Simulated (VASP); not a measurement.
# Ag (P-1) in VASP: notebook, part 2 of 2

VASP 6.6.1. The steps go on from the part before.

### Step 3. Electric field gradients, LDA (equal xy, yz and zx shear strains of +1 %)

File INCAR:

```
SYSTEM = Ag
  ALGO = Normal
  EDIFF = 1E-8
  ENCUT = 520
  GGA = CA
  ISIF = 2
  ISMEAR = -1
  LASPH = .True.
  LCHARG = .False.
  LEFG = .True.
  LREAL = .False.
  LWAVE = .False.
  NBANDS = 30
  NELM = 100
  PREC = Accurate
  SIGMA = 0.08
```

File KPOINTS:

```
k-points
0
Gamma
  14 14 4
  0 0 0
```

File POSCAR:

```
Ag
1.0
    2.8861989086      0.0144309945      0.0144309945
   -1.4306018464      2.4923060780      0.0052821106
    0.0500000000      0.0500000000     10.0000000000
Ag
4
Direct
    0.3333333333      0.6666666667      0.2500000000
    0.6666666667      0.3333333333      0.7500000000
    0.0000000000      0.0000000000      0.0000000000
    0.0000000000      0.0000000000      0.5000000000
```

Potentials or basis: VASP PAW LDA potentials, release 64 (Ag).

Started as:

```bash
cat potpaw_LDA.64/Ag/POTCAR > POTCAR
mpirun -np 1 vasp_std > vasp.out
```

OUTCAR:

```text
SYSTEM = Ag
   EDIFF = 1E-8
   ENCUT = 520
   GGA = CA
   ISIF = 2
   ISMEAR = -1
   LASPH = .True.
   LREAL = .False.
   NELM = 100
   PREC = Accurate

 ion  position               nearest neighbor table
   1  0.333  0.667  0.250-   3 2.99   4 2.99   4 3.00   3 3.01   3 3.02   4 3.03
   2  0.667  0.333  0.750-   3 2.99   4 2.99   4 3.00   3 3.01   3 3.02   4 3.03
   3  0.000  0.000  0.000-   2 2.99   1 2.99   2 3.01   1 3.01   2 3.02   1 3.02
   4  0.000  0.000  0.500-   1 2.99   2 2.99   2 3.00   1 3.00   2 3.03   1 3.03

  LATTYP: Found a triclinic cell.
 ALAT       =     4.9991681250
 B/A-ratio  =     0.5748386815
 C/A-ratio  =     2.0003828131
 COS(alpha) =     0.0036852528
 COS(beta)  =     0.0100244988
 COS(gamma) =     0.8647750968

  Lattice vectors:

 A1 = (   0.0249952158,   4.9990431505,   0.0249952157)
 A2 = (  -1.4306018464,   2.4923060780,   0.0052821106)
 A3 = (   0.0500000000,   0.0500000000,  10.0000000000)

Analysis of symmetry for initial positions (statically):
=====================================================================
 Subroutine PRICEL returns:
 Original cell was already a primitive cell.

 Routine SETGRP: Setting up the symmetry group for a
 triclinic supercell.

 Subroutine GETGRP returns: Found  2 space group operations
 (whereof  2 operations were pure point group operations)
 out of a pool of  2 trial point group operations.

The static configuration has the point symmetry S_2 .

Analysis of symmetry for dynamics (positions and initial velocities):
=====================================================================
 Subroutine PRICEL returns:
 Original cell was already a primitive cell.
[... 173 lines left out ...]
      5       2.5728      2.00000
      6       2.7753      2.00000
[... 781 lines left out ...]
     29      20.8873      0.00000
     30      20.9852      0.00000

 [... further k-points ...]
[... 5 lines left out ...]
  --------------------------------------------------------------------------------------
  -------------------------------------------------------------------------------------
  Total       -4.4132151     -4.4136201     -6.0972447     -0.0969304     -0.0571084     -0.0571527
  in kB      -98.0200671    -98.0290611   -135.4233420     -2.1528804     -1.2684104     -1.2693938
  external PRESSURE =    -110.4908234 kB  Pullay stress =       0.0000000 kB

 VOLUME and BASIS-vectors are now :
 -----------------------------------------------------------------------------
  energy-cutoff  :      520.00
  volume of cell :       72.14
      direct lattice vectors                 reciprocal lattice vectors
     2.886198909  0.014430995  0.014430995     0.345498440  0.198324385 -0.002719114
    -1.430601846  2.492306078  0.005282111    -0.001990530  0.400096468 -0.001990530
     0.050000000  0.050000000 10.000000000    -0.000497537 -0.000497537  0.100004975

 POSITION                                       TOTAL-FORCE (eV/Angst)
 -----------------------------------------------------------------------------------
      0.02083      1.67885      2.50833         0.002135      0.000233     -0.000335
      1.48477      0.87789      7.51138        -0.002135     -0.000233      0.000335
      0.00000      0.00000      0.00000        -0.000000      0.000000     -0.000000
      0.02500      0.02500      5.00000        -0.000000      0.000000      0.000000
 -----------------------------------------------------------------------------------
    total drift:                               -0.000000      0.000000     -0.000000

  FREE ENERGIE OF THE ION-ELECTRON SYSTEM (eV)
  ---------------------------------------------------
  free  energy   TOTEN  =       -14.7638890217 eV

  energy  without entropy=      -14.7361101636  energy(sigma->0) =      -14.74999959

 Electric field gradients (V/A^2)
---------------------------------------------------------------------
 ion       V_xx      V_yy      V_zz      V_xy      V_xz      V_yz
---------------------------------------------------------------------
   1      -5.652    -5.550    11.201     0.146     0.589     0.591
   2      -5.652    -5.550    11.201     0.146     0.589     0.591
   3      -5.441    -4.675    10.116    -0.071     0.569     0.614
   4      -4.797    -5.364    10.161     0.596     0.645     0.603
---------------------------------------------------------------------

 Electric field gradients after diagonalization (V/A^2)
 (convention: |V_zz| > |V_xx| > |V_yy|)
----------------------------------------------------------------------
 ion       V_xx      V_yy      V_zz     asymmetry (V_yy - V_xx)/ V_zz
----------------------------------------------------------------------
   1      -5.756    -5.487    11.243       0.024
   2      -5.756    -5.487    11.243       0.024
   3      -5.473    -4.689    10.162       0.077
   4      -5.742    -4.472    10.214       0.124
----------------------------------------------------------------------

           NMR quadrupolar parameters

 Cq : quadrupolar parameter    Cq=e*Q*V_zz/h
 eta: asymmetry parameters     (V_yy - V_xx)/ V_zz
 Q  : nuclear electric quadrupole moment in mb (millibarn)
----------------------------------------------------------------------
 ion       Cq(MHz)       eta       Q (mb)
----------------------------------------------------------------------
   1       0.027       0.024       1.000
   2       0.027       0.024       1.000
   3       0.025       0.077       1.000
   4       0.025       0.124       1.000
----------------------------------------------------------------------
```

stdout:

```text
POSCAR found type information on POSCAR Ag
 POSCAR found :  1 types and       4 ions
 scaLAPACK will be used
 LDA part: xc-table for (Slater(with rela. corr.)+CA(PZ))
 , standard interpolation
 POSCAR, INCAR and KPOINTS ok, starting setup
 FFT: planning ... GRIDC
 FFT: planning ... GRID_SOFT
 FFT: planning ... GRID
 WAVECAR not read
 entering main loop
ion   1
     0.0000553     0.0547597     0.0114424     0.3488527     0.0114518     0.0025498
     0.0000762     0.0547597     0.0114424     0.3488527     0.0114518     0.0025498
     0.0001049     0.0547597     0.0114424     0.3488527     0.0114518     0.0025498
     0.0001445     0.0547597     0.0114424     0.3488527     0.0114518     0.0025498

     0.0000553    -0.1532375    -0.5503654    -9.0588074    -0.5487594     0.0465248
     0.0000762    -0.1531482    -0.5503081    -9.0576363    -0.5487022     0.0465252
     0.0001049    -0.1530043    -0.5502166    -9.0557620    -0.5486109     0.0465259
     0.0001445    -0.1527735    -0.5500713    -9.0527746    -0.5484658     0.0465273
[... 23 lines left out ...]
ion   4
     0.0000553     0.0690518     0.0104665     0.3430421     0.0281836     0.0171649
     0.0000762     0.0690518     0.0104665     0.3430421     0.0281836     0.0171649
     0.0001049     0.0690518     0.0104665     0.3430421     0.0281836     0.0171649
     0.0001445     0.0690518     0.0104665     0.3430421     0.0281836     0.0171649

     0.0000553    -0.5709119    -0.5615090    -8.2348402    -0.6034814    -0.2647727
     0.0000762    -0.5707672    -0.5614521    -8.2337330    -0.6033964    -0.2647246
     0.0001049    -0.5705342    -0.5613612    -8.2319604    -0.6032603    -0.2646471
     0.0001445    -0.5701607    -0.5612170    -8.2291338    -0.6030433    -0.2645224
```

Wall time 10 min (1 thread of Oxide Virtual Turin-like, shared host); peak memory 0.62 GiB.

Results:

```yaml
Free_energy: -14.7639 eV
Pressure: -11.0 GPa
Band_gap_on_the_k_mesh: zero (bands 22 and 23 overlap by 6.06 eV)
Largest_electric_field_gradient_by_atom: Ag +11.2, +10.2 (each value once) V/Å²
```

Forces on the atoms (eV/Å):
```
Ag   0.002  0.000  0.000
Ag  -0.002  0.000  0.000
Ag   0.000  0.000  0.000
Ag   0.000  0.000  0.000
```

Stress tensor (GPa, compression positive):
```
 -9.80  -0.22  -0.13
 -0.22  -9.80  -0.13
 -0.13  -0.13 -13.54
```

Levels at points of the mesh, in eV from the Fermi level:
| k point | band 20 | band 21 | band 22 | band 23 | band 24 | band 25 |
| --- | --- | --- | --- | --- | --- | --- |
| (0.00, 0.00, 0.00) | -3.27 | -3.25 | -2.95 | -2.93 | -0.63 | 2.55 |
| (0.50, 0.00, 0.00) | -2.65 | 0.02 | 0.82 | 1.10 | 1.61 | 4.03 |
| (0.00, 0.50, 0.00) | -2.64 | 0.06 | 0.87 | 1.15 | 1.66 | 4.13 |
| (0.50, 0.50, 0.00) | -2.63 | 0.11 | 0.91 | 1.20 | 1.72 | 4.26 |
| (0.00, 0.00, 0.50) | -3.07 | -3.04 | -3.03 | -2.55 | -2.55 | 5.24 |
| (0.50, 0.00, 0.50) | -2.65 | 0.36 | 0.42 | 1.41 | 1.50 | 4.34 |
| (0.00, 0.50, 0.50) | -2.65 | 0.41 | 0.46 | 1.47 | 1.54 | 4.44 |
| (0.50, 0.50, 0.50) | -2.64 | 0.47 | 0.49 | 1.54 | 1.57 | 4.57 |

Electric field gradients, principal values (V/Å²):
| atom | least | middle | greatest (by size) |
| --- | --- | --- | --- |
| 1 Ag | -5.487 | -5.756 | 11.243 |
| 2 Ag | -5.487 | -5.756 | 11.243 |
| 3 Ag | -4.689 | -5.473 | 10.162 |
| 4 Ag | -4.472 | -5.742 | 10.214 |

Caveat: the cell differs from its parent crystal (equal xy, yz and zx shear strains of +1 %); the cell stands under tension; without QUAD_EFG the Cq values of the log hold for a quadrupole moment of 1 mb, not for the nuclei.
